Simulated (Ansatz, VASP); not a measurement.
AlCo: VASP beside Ansatz

```
Al Co
1.0
     2.59385    0.00000    0.00000
     0.00000    2.59385    0.00000
     0.00000    0.00000    2.59385
Al Co
1 1
Cartesian
  0.0000 0.0000 0.0000
  1.2969 1.2969 1.2969
```

Change from the starting cell: strain -0.080 along x and y, -0.080 along z, atoms carried along.

Alike in both runs: task single point; functional PBE; k mesh 16 × 16 × 16; occupations gaussian, width 0.15 eV; collinear spin.

|  | VASP | Ansatz |
| --- | --- | --- |
| version | VASP 6.6.1 | Ansatz 0.2.0 |
| potentials or method | VASP PAW PBE potentials, release 64 (Al, Co), cutoff 520 eV | scalar-relativistic, plane waves, PAW |
| valence electrons in the cell | 12 | 20 |

Ansatz gave:

- gap on the k mesh at the Fermi level (eV): none
- pressure (GPa): 93.2
- net moment per atom (μB): 0.00

Q: Which values does VASP return?

A: gap on the k mesh at the Fermi level (eV): none; pressure (GPa): 93.3; net moment per atom (μB): 0.00.

A gap of «none» marks a metal or a gap that the smearing closes. Both programs put the cell under a high pressure, so it lies far from rest at this level. VASP's potentials hold 12 valence electrons a cell and Ansatz's 20, so a difference there can come from the potentials and not from the codes. Ansatz's warnings: seeded moment not kept.

Noted on VASP's run: the cell as given lies far from equilibrium.
